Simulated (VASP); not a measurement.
Wanted: the native input for a VASP 6.6.1 run.

- Task: single point
- Functional: r2SCAN
- Potentials or basis: VASP PAW PBE potentials, release 64 (Al)
- Cutoff: 520 eV
- k mesh: 8 × 8 × 8
- Occupations: fermi-dirac, width 0.1 eV
- Spin: no spin polarisation
- Dipole correction: no
- Further INCAR settings: ALGO = Normal; EDIFF = 1e-07; NBANDS = 8

Al:

```
CELL_PARAMETERS angstrom
0.00000 1.99669 1.99669
1.99669 0.00000 1.99669
1.99669 1.99669 0.00000
ATOMIC_POSITIONS crystal
Al 0.00000 0.00000 0.00000
```

These files were run (other wordings do the same):

POSCAR

```
Al
1.0
    0.0000000000      1.9966927595      1.9966927595
    1.9966927595      0.0000000000      1.9966927595
    1.9966927595      1.9966927595      0.0000000000
Al
1
Direct
    0.0000000000      0.0000000000      0.0000000000
```

INCAR.step1

```
PREC = Accurate
ENCUT = 520
ISMEAR = -1
SIGMA = 0.1
LREAL = False
LASPH = True
NELM = 100
NBANDS = 8
GGA = PE
ALGO = Normal
EDIFF = 1E-4
LWAVE = True
LCHARG = False
```

INCAR.step2

```
PREC = Accurate
ENCUT = 520
EDIFF = 1E-7
ISMEAR = -1
SIGMA = 0.1
LREAL = False
LASPH = True
NELM = 100
ALGO = Normal
ISIF = 2
LWAVE = False
LCHARG = True
METAGGA = R2SCAN
LMIXTAU = True
LELF = True
LVHAR = True
NBANDS = 8
ISTART = 1
```

KPOINTS

```
regular mesh
0
Gamma
  8 8 8
```

Potentials or basis: VASP PAW PBE potentials, release 64 (Al).

The run is started by

```sh
$ cat potpaw_PBE.64/Al/POTCAR > POTCAR
$ cp INCAR.step1 INCAR
$ mpirun -np 1 vasp_std > vasp.out
$ cp INCAR.step2 INCAR
$ mpirun -np 1 vasp_std > vasp.out
```

Results of the run:

```
Pressure : 0.0 GPa
```

Caveat: the PAW data sets were made with another functional, which shifts forces and pressure a little.

Run time: 14 s on 1 thread of Intel Xeon 6975P-C (shared host), peak memory 0.13 GiB.
